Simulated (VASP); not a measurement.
# PbS in VASP: notebook

The runs below take PbS through single point, with LDA, BLYP, PBEsol.

All numbers are computed with VASP 6.6.1; they aren't measurements. Logs are shortened: lines on timing, memory, paths and dates and some standing lists are left out, and cuts for length are marked.

## (1) The cell of the first run

The cell holds a slab with vacuum, 4 atoms: a = 4.130 Å, b = 4.130 Å, c = 11.759 Å, α = 93.75°, β = 93.75°, γ = 89.21°.

## (2) Single point, LDA

File INCAR:

```
PREC = Accurate ; ENCUT = 520
EDIFF = 1E-6 ; ISMEAR = 0
SIGMA = 0.01 ; LREAL = False
LASPH = True ; NELM = 100
ALGO = Normal ; ISIF = 2
LWAVE = False ; LCHARG = True
LELF = True ; LVHAR = True
NBANDS = 28
```

File KPOINTS:

```
Automatic mesh
0
Gamma
  6 6 2
```

File POSCAR:

```
PbS
1.0
    2.9405000000     -2.9000000000      0.0000000000
    2.9405000000      2.9000000000      0.0000000000
   -1.0800549100      0.0000000000     11.7092938500
Pb S
2 2
Direct
    0.7756000000      0.7756000000      0.6363800000
    0.2244000000      0.2244000000      0.3636200000
    0.2684000000      0.2684000000      0.5986000000
    0.7316000000      0.7316000000      0.4014000000
```

Potentials or basis: VASP PAW LDA potentials, release 64 (Pb_d, S).

Started as:

```bash
$ cat potpaw_LDA.64/Pb_d/POTCAR potpaw_LDA.64/S/POTCAR > POTCAR
$ mpirun -np 1 vasp_std > vasp.out
```

OUTCAR:

```text
PREC = Accurate
   ENCUT = 520
   EDIFF = 1E-6
   ISMEAR = 0
   LREAL = False
   LASPH = True
   NELM = 100
   ISIF = 2

 ion  position               nearest neighbor table
   1  0.776  0.776  0.636-   4 2.75   3 2.93   3 2.93   3 2.97   3 2.98
   2  0.224  0.224  0.364-   3 2.75   4 2.93   4 2.93   4 2.97   4 2.98
   3  0.268  0.268  0.599-   2 2.75   1 2.93   1 2.93   1 2.97   1 2.98
   4  0.732  0.732  0.401-   1 2.75   2 2.93   2 2.93   2 2.97   2 2.98

  LATTYP: Found a base centered monoclinic cell.
 ALAT       =     5.8810000000
 B/A-ratio  =     0.9862268322
 C/A-ratio  =     1.9994898832
 COS(beta)  =    -0.0918492142

  Lattice vectors:

 A1 = (   2.9405000000,  -2.9000000000,   0.0000000000)
 A2 = (   2.9405000000,   2.9000000000,   0.0000000000)
 A3 = (  -1.0800549100,   0.0000000000,  11.7092938500)

Analysis of symmetry for initial positions (statically):
=====================================================================
 Subroutine PRICEL returns:
 Original cell was already a primitive cell.

 Routine SETGRP: Setting up the symmetry group for a
 base centered monoclinic supercell.

 Subroutine GETGRP returns: Found  4 space group operations
 (whereof  4 operations were pure point group operations)
 out of a pool of  4 trial point group operations.

The static configuration has the point symmetry C_2h.

Analysis of symmetry for dynamics (positions and initial velocities):
=====================================================================
 Subroutine PRICEL returns:
 Original cell was already a primitive cell.

 Routine SETGRP: Setting up the symmetry group for a
 base centered monoclinic supercell.

 Subroutine GETGRP returns: Found  4 space group operations
 (whereof  4 operations were pure point group operations)
 out of a pool of  4 trial point group operations.

The dynamic configuration has the point symmetry C_2h.

 Subroutine INISYM returns: Found  4 space group operations
 (whereof  4 operations are pure point group operations),
 and found     1 'primitive' translations

----------------------------------------------------------------------------------------

                                     Primitive cell

  volume of cell :     199.7008

  direct lattice vectors                    reciprocal lattice vectors
     2.940500000 -2.900000000  0.000000000     0.170039109 -0.172413793  0.015684257
     2.940500000  2.900000000  0.000000000     0.170039109  0.172413793  0.015684257
    -1.080054910  0.000000000 11.709293850     0.000000000  0.000000000  0.085402247

  length of vectors
     4.129956447  4.129956447 11.759000003     0.242663987  0.242663987  0.085402247

  position of ions in fractional coordinates (direct lattice)
     0.775600000  0.775600000  0.636380000
     0.224400000  0.224400000  0.363620000
     0.268400000  0.268400000  0.598600000
     0.731600000  0.731600000  0.401400000

  ion indices of the primitive-cell ions
   primitive index   ion index
                 1           1
                 2           2
                 3           3
                 4           4

----------------------------------------------------------------------------------------

 KPOINTS: Automatic mesh

Automatic generation of k-mesh.
 Grid dimensions read from file:
 generate k-points for:    6    6    2

 Generating k-lattice:

  Cartesian coordinates                     Fractional coordinates (reciprocal lattice)
     0.028339851 -0.028735632  0.002614043     0.166666667  0.000000000  0.000000000
     0.028339851  0.028735632  0.002614043     0.000000000  0.166666667  0.000000000
     0.000000000  0.000000000  0.042701123     0.000000000  0.000000000  0.500000000

  Length of vectors
     0.040443998  0.040443998  0.042701123

  Shift w.r.t. Gamma in fractional coordinates (k-lattice)
     0.000000000  0.000000000  0.000000000

 Subroutine IBZKPT returns following result:
 ===========================================

 Found     26 irreducible k-points:

 Following reciprocal coordinates:
            Coordinates               Weight
  0.000000  0.000000  0.000000      1.000000
  0.166667  0.000000  0.000000      4.000000
  0.333333  0.000000 -0.000000      4.000000
  0.500000  0.000000  0.000000      2.000000
  0.166667  0.166667  0.000000      2.000000
  0.333333  0.166667  0.000000      4.000000
[... 16 lines left out ...]
  0.333333  0.333333  0.500000      2.000000
  0.500000  0.333333  0.500000      4.000000
 [... further k-points ...]
   k-points           NKPTS =     26   k-points in BZ     NKDIM =     26   number of bands    NBANDS=     28
   number of dos      NEDOS =    301   number of ions     NIONS =      4
   total plane-waves  NPLWV =  92160
   dimension x,y,z NGX =    32 NGY =   32 NGZ =   90
   dimension x,y,z NGXF=    64 NGYF=   64 NGZF=  180
   ions per type =               2   2
   NGX,Y,Z   is equivalent  to a cutoff of  12.88, 12.88, 12.72 a.u.
   NGXF,Y,Z  is equivalent  to a cutoff of  25.76, 25.76, 25.45 a.u.
 SYSTEM =  unknown system
   PREC   = accura    normal or accurate (medium, high low for compatibility)
   ISTART =      0    job   : 0-new  1-cont  2-samecut
   ICHARG =      2    charge: 1-file 2-atom 10-const
   ISPIN  =      1    spin polarized calculation?
   LNONCOLLINEAR =      F non collinear calculations
   LSORBIT =      F    spin-orbit coupling
   LASPH  =      T    aspherical Exc in radial PAW
   ENCUT  =  520.0 eV  38.22 Ry    6.18 a.u.   7.68  7.68 21.86*2*pi/ulx,y,z
   NELM   =    100;   NELMIN=  2; NELMDL= -5     # of ELM steps
   EDIFF  = 0.1E-05   stopping-criterion for ELM
   LREAL  =      F    real-space projection
   EDIFFG = 0.1E-04   stopping-criterion for IOM
   NSW    =      0    number of steps for IOM
   IBRION =     -1    ionic relax: 0-MD 1-quasi-New 2-CG
   NFREE  =      0    steps in history (QN), initial steepest desc. (CG)
   ISIF   =      2    stress and relaxation
   ISYM   =      2    0-nonsym 1-usesym 2-fastsym
   POTIM  = 0.5000    time-step for ionic-motion
   TEBEG  =    0.0;   TEEND  =   0.0 temperature during run
   PSTRESS=    0.0 pullay stress
   NELECT =      40.0000    total number of electrons
   NUPDOWN=      -1.0000    fix difference up-down
   EMIN   =  10.00;   EMAX   =-10.00  energy-range for DOS
   EFERMI =   0.00;   METHOD = LEGACY
   ISMEAR =     0;   SIGMA  =   0.01  broadening in eV -4-tet -1-fermi 0-gaus
   EFERMI_NEDOS =   21; number of points for ismear=-14 and -15
   IALGO  =     38    algorithm
   IMIX   =      4    mixing-type and parameters
     AMIX     =   0.40;   BMIX     =  1.00
     AMIX_MAG =   1.60;   BMIX_MAG =  1.00
  volume/ion in A,a.u.               =      49.93       336.91
  Fermi-wavevector in a.u.,A,eV,Ry     =   0.957859  1.810091 12.483259  0.917494
  Thomas-Fermi vector in A             =   2.086915
   LORBIT       =      0    0 simple, 1 ext, 2 COOP (PROOUT), +10 PAW based schemes
   GGA     = CA    functional components
   LHFCALC =     F    Hartree Fock is set to
   AEXX    =    0.0000 exact exchange contribution
   IVDW    =     0    specifies the selected vdW correction
   LEPSILON=     F    determine dielectric tensor
   LRPA    =     F    only Hartree local field effects (RPA)
 non-spin polarized calculation
 Gauss-broadening in eV      SIGMA  =   0.01
  energy-cutoff  :      520.00
  volume of cell :      199.70
 maximum number of plane-waves:      5393
   NGX = 15   NGY = 15   NGZ = 43

 number of electron      40.0000009 magnetization

 Free energy of the ion-electron system (eV)
  ---------------------------------------------------
  ext. energy  EPLUGINS =         0.00000000
  ---------------------------------------------------
  free energy    TOTEN  =       -19.33100686 eV

  energy without entropy =      -19.33100686  energy(sigma->0) =      -19.33100686

 E-fermi :   0.5766     XC(G=0):  -6.1140

 val. band max:        0.4768127511   @ k =   0.0000   0.0000   0.0000
 cond. band min:       1.6474954892   @ k =   0.0000   0.0000   0.5000
 fundamental gap:      1.1706827381
 Fermi energy:         0.5766090219

 k-point     1 :       0.0000    0.0000    0.0000
  band No.  band energies     occupation
      1     -15.8480      2.00000
      2     -15.7619      2.00000
      3     -15.7595      2.00000
      4     -15.7504      2.00000
      5     -15.7208      2.00000
      6     -15.7167      2.00000
[... 20 lines left out ...]
     27       6.6524      0.00000
     28       6.8970      0.00000

 k-point     2 :       0.1667    0.0000    0.0000
  band No.  band energies     occupation
      1     -15.8344      2.00000
      2     -15.7607      2.00000
      3     -15.7490      2.00000
      4     -15.7386      2.00000
      5     -15.7228      2.00000
      6     -15.7202      2.00000
[... 20 lines left out ...]
     27       6.1560      0.00000
     28       6.6089      0.00000

 k-point     3 :       0.3333    0.0000   -0.0000
  band No.  band energies     occupation
      1     -15.8067      2.00000
      2     -15.7662      2.00000
      3     -15.7356      2.00000
      4     -15.7354      2.00000
      5     -15.7332      2.00000
      6     -15.7224      2.00000
[... 20 lines left out ...]
     27       5.7685      0.00000
     28       7.0012      0.00000

 k-point     4 :       0.5000    0.0000    0.0000
  band No.  band energies     occupation
      1     -15.7824      2.00000
      2     -15.7820      2.00000
      3     -15.7428      2.00000
      4     -15.7427      2.00000
      5     -15.7295      2.00000
      6     -15.7294      2.00000
[... 578 lines left out ...]
     27       5.5244      0.00000
     28       6.8785      0.00000

 k-point    23 :       0.3333    0.3333    0.5000
  band No.  band energies     occupation
      1     -15.8259      2.00000
      2     -15.8094      2.00000
      3     -15.7394      2.00000
      4     -15.7362      2.00000
      5     -15.7335      2.00000
      6     -15.7236      2.00000
[... 20 lines left out ...]
     27       6.5416      0.00000
     28       7.2292      0.00000

 k-point    24 :       0.5000    0.3333    0.5000
  band No.  band energies     occupation
      1     -15.8326      2.00000
      2     -15.8318      2.00000
      3     -15.7414      2.00000
      4     -15.7387      2.00000
      5     -15.7276      2.00000
      6     -15.7271      2.00000
[... 20 lines left out ...]
     27       7.3085      0.00000
     28       7.4397      0.00000

 [... further k-points ...]

------------------------ aborting loop because EDIFF is reached ----------------------------------------

  FORCE on cell =-STRESS in cart. coord.  units (eV):
  Direction    XX          YY          ZZ          XY          YZ          ZX
  --------------------------------------------------------------------------------------
  -------------------------------------------------------------------------------------
  Total       -2.3353328     -1.3214924     -3.2518113      0.0000000      0.0000000     -0.0129507
  in kB      -18.7361119    -10.6021848    -26.0889158      0.0000000      0.0000000     -0.1039020
  external PRESSURE =     -18.4757375 kB  Pullay stress =       0.0000000 kB

 VOLUME and BASIS-vectors are now :
 -----------------------------------------------------------------------------
  energy-cutoff  :      520.00
  volume of cell :      199.70
      direct lattice vectors                 reciprocal lattice vectors
     2.940500000 -2.900000000  0.000000000     0.170039109 -0.172413793  0.015684257
     2.940500000  2.900000000  0.000000000     0.170039109  0.172413793  0.015684257
    -1.080054910  0.000000000 11.709293850     0.000000000  0.000000000  0.085402247

 POSITION                                       TOTAL-FORCE (eV/Angst)
 -----------------------------------------------------------------------------------
      3.87398      0.00000      7.45156        -0.001311      0.000000     -0.812029
      0.92697      0.00000      4.25773         0.001311      0.000000      0.812029
      0.93194      0.00000      7.00918        -0.004255      0.000000     -0.264786
      3.86901      0.00000      4.70011         0.004255      0.000000      0.264786
 -----------------------------------------------------------------------------------
    total drift:                                0.000000      0.000000      0.000000

  FREE ENERGIE OF THE ION-ELECTRON SYSTEM (eV)
  ---------------------------------------------------
  free  energy   TOTEN  =       -19.3310068572 eV

  energy  without entropy=      -19.3310068572  energy(sigma->0) =      -19.33100686
```

Run time: 2.2 min. Hardware: 1 thread of Intel Xeon Platinum 8259CL at 2.50GHz (Skylake/Cascade Lake), shared host; peak memory 0.3 GiB.

What came out:

| Property | Result |
| --- | --- |
| Free energy | -19.3310 eV |
| Largest force | 0.812 eV/Å |
| Band gap on the k mesh | 1.17 eV, direct |

Forces in eV/Å, atoms in the order of the input:
```
Pb  -0.001  0.000 -0.812
Pb   0.001  0.000  0.812
S   -0.004  0.000 -0.265
S    0.004  0.000  0.265
```

Caveat: spin-orbit coupling is left out, which moves the levels of the heavy elements.

[end of part 1 of 2]
